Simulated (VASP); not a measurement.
Runs of VASP 6.6.1 on Na3LiB5. The structure is that of space group P-4m2 (No. 115), or close to it. The cells are those of the table. 

| task | cell | k mesh | cutoff (eV) | gap on the mesh (eV) | pressure (GPa) | relaxed volume (Å³/atom) | largest force (eV/Å) |
| --- | --- | --- | --- | --- | --- | --- | --- |
| single point | a = 4.801, b = 4.801, c = 4.296 Å, 9 atoms | 4 × 4 × 4 | 520 | none | - | - | 8.43 |
| single point | a = 3.922, b = 3.922, c = 9.677 Å, 9 atoms | 10 × 10 × 4 | 520 | none | - | - | 0.01 |
| single point | a = 3.972, b = 3.972, c = 9.691 Å, 9 atoms | 4 × 4 × 4 | 520 | none | - | - | 0.01 |
| relaxation of cell and atoms | relaxed from a = 4.801, b = 4.801, c = 4.296 Å, 9 atoms | 4 × 4 × 4 | 600 | none | 0.0 | (a) | 0.04 |
| relaxation of cell and atoms | relaxed from a = 3.972, b = 3.972, c = 9.691 Å, 9 atoms | 10 × 10 × 4 | 600 | none | 0.0 | 16.52 | 0.01 |

Alike in all rows: level PBE; potentials or basis VASP PAW PBE potentials, release 64 (Na_pv, Li_sv, B); no spin polarisation; smearing gaussian 0.1 eV.

Problem. Estimate the missing entries.

Solution. (a) 13.86.

Caveats: some runs use coarse meshes; the cutoff is under 1.25 times the usual one of these potentials, so pressure, stress and relaxed cells hold a basis-set (Pulay) error; forces of over 1 eV/Å act on the atoms, so gaps and moduli don't describe the material at rest (some runs); the volume moved by over 15 % at a fixed basis, so the end points are rough (some runs).

A gap of «none» marks levels without a gap at the run's occupations.
